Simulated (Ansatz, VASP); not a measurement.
**One calculation of MnS, two programs**

INCAR

```
PREC = Accurate ; ENCUT = 600
EDIFF = 1E-7 ; ISMEAR = -1
SIGMA = 0.05 ; LREAL = F
LASPH = T ; NELM = 150
ALGO = Normal ; ISIF = 3
LWAVE = F ; LCHARG = F
ISPIN = 2 ; MAGMOM = 4 0
LORBIT = 11 ; LMAXMIX = 4
GGA = PS ; IVDW = 13
IBRION = 2 ; NSW = 60
EDIFFG = -0.01
```

KPOINTS

```
Automatic mesh
0
Gamma
  9 9 9
```

File POSCAR:

```
MnS
1.0
    0.0000000000      2.4734634191      2.4734634191
    2.4734634191      0.0000000000      2.4734634191
    2.4734634191      2.4734634191      0.0000000000
Mn S
1 1
Direct
    0.0000000000      0.0000000000      0.0000000000
    0.7500000000      0.7500000000      0.7500000000
```

File input.yaml:

```yaml
crystal:
  lattice:
    - [0.0, 2.4734634191, 2.4734634191]
    - [2.4734634191, 0.0, 2.4734634191]
    - [2.4734634191, 2.4734634191, 0.0]
  atoms:
    - { symbol: Mn, position: [0.0, 0.0, 0.0], spin: 4.0 }
    - { symbol: S, position: [0.75, 0.75, 0.75] }
hamiltonian:
  xc: pbesol
  pseudopotentials: { kind: paw }
  dispersion: d4
magnetization:
  spin_polarized: true
kpoints:
  mp_grid: { grid: [9, 9, 9] }
scf:
  occupations: { method: fermi_dirac, width: 0.05 }
output:
  forces: true
  stress: true
  write_density: true
  write_potential: true
  elf: true
  volumetric_format: npy
relax:
  f_tol: 0.01
  max_steps: 40
  cell: { stress_tol: 0.05 }
```

Alike in both runs: task relaxation of cell and atoms; functional PBEsol; dispersion D4; k mesh 9 × 9 × 9; occupations fermi-dirac, width 0.05 eV; collinear spin.

```csv
,VASP,Ansatz
version,VASP 6.6.1,Ansatz 0.2.0
potentials or method,"VASP PAW PBE potentials, release 64 (Mn_pv, S)",Ansatz PAW
plane-wave cutoff (eV),600,420
valence electrons in the cell,19,21
```

VASP gave:

```
gap on the k mesh at the Fermi level, each at its own relaxed structure (eV) : none
net moment per atom (μB)                                                     : 0.09
size of the moment on the site where the two differ most (μB)                : 0.17
relaxed volume (Å³/atom)                                                     : 14.57
relaxed cell length with the largest relative difference (Å)                 : 3.454
```

Task: Estimate Ansatz's values.

Result: gap on the k mesh at the Fermi level, each at its own relaxed structure (eV): none; net moment per atom (μB): 0.09; size of the moment on the site where the two differ most (μB): 0.16; relaxed volume (Å³/atom): 14.55; relaxed cell length with the largest relative difference (Å): 3.453.

VASP's potentials were made for PBE, not for PBEsol. Site moments also hang on the region over which each program counts them. A gap of «none» marks a metal or a gap that the smearing closes. VASP's potentials hold 19 valence electrons a cell and Ansatz's 21, so a difference there can come from the potentials and not from the codes.

Noted on Ansatz's run: the plane-wave basis is chosen anew once the cell has moved, so the energies of steps on either side of that aren't comparable.
